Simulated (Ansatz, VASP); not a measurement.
# One calculation of Y, two programs

File INCAR:

```
PREC = Accurate
ENCUT = 520
EDIFF = 1E-6
ISMEAR = 0
SIGMA = 0.15
LREAL = False
LASPH = True
NELM = 80
ALGO = Fast
ISIF = 2
LWAVE = False
LCHARG = True
GGA = PS
LELF = True
LVHAR = True
NBANDS = 18
```

Contents of KPOINTS:

```
Automatic mesh
0
Gamma
  18 18 8
```

File POSCAR:

```
Y
1.0
    3.5602117562      0.0000000000      0.0000000000
   -1.7801058781      3.0832338237      0.0000000000
    0.0000000000      0.0000000000      5.4600300000
Y
2
Direct
    0.3333333333      0.6666666667      0.2500000000
    0.6666666667      0.3333333333      0.7500000000
```

Input for Ansatz:

```yaml
crystal:
  lattice:
    - [3.5602117562, 0.0, 0.0]
    - [-1.7801058781, 3.0832338237, 0.0]
    - [0.0, 0.0, 5.46003]
  atoms:
    - { symbol: "Y", position: [0.3333333333, 0.6666666667, 0.25] }
    - { symbol: "Y", position: [0.6666666667, 0.3333333333, 0.75] }
basis:
  ecutwfc: 420
kpoints:
  mp_grid: { grid: [18, 18, 8] }
hamiltonian:
  xc: pbesol
scf:
  occupations: { method: gaussian, width: 0.15 }
output:
  forces: true
  stress: true
  eigenvalues: true
```

Change from the starting cell: strain -0.025 along x and y, -0.050 along z, atoms carried along.

Alike in both runs: task single point; functional PBEsol; k mesh 18 × 18 × 8; occupations gaussian, width 0.15 eV; no spin polarisation.

|  | VASP | Ansatz |
| --- | --- | --- |
| version | VASP 6.6.1 | Ansatz 0.2.0 |
| potentials or method | VASP PAW PBE potentials, release 64 (Y_sv), cutoff 520 eV | scalar-relativistic, plane waves, PAW |
| valence electrons in the cell | 22 | 22 |

```tsv
	VASP	Ansatz	Ansatz less VASP
gap on the k mesh at the Fermi level (eV)	none	none	-
pressure (GPa)	1.9	2.0	+0.15
traceless stress, the component that is largest in VASP (GPa)	0.63	0.62	-0.008
```

VASP's potentials were made for PBE, not for PBEsol. A gap of «none» marks a metal or a gap that the smearing closes.
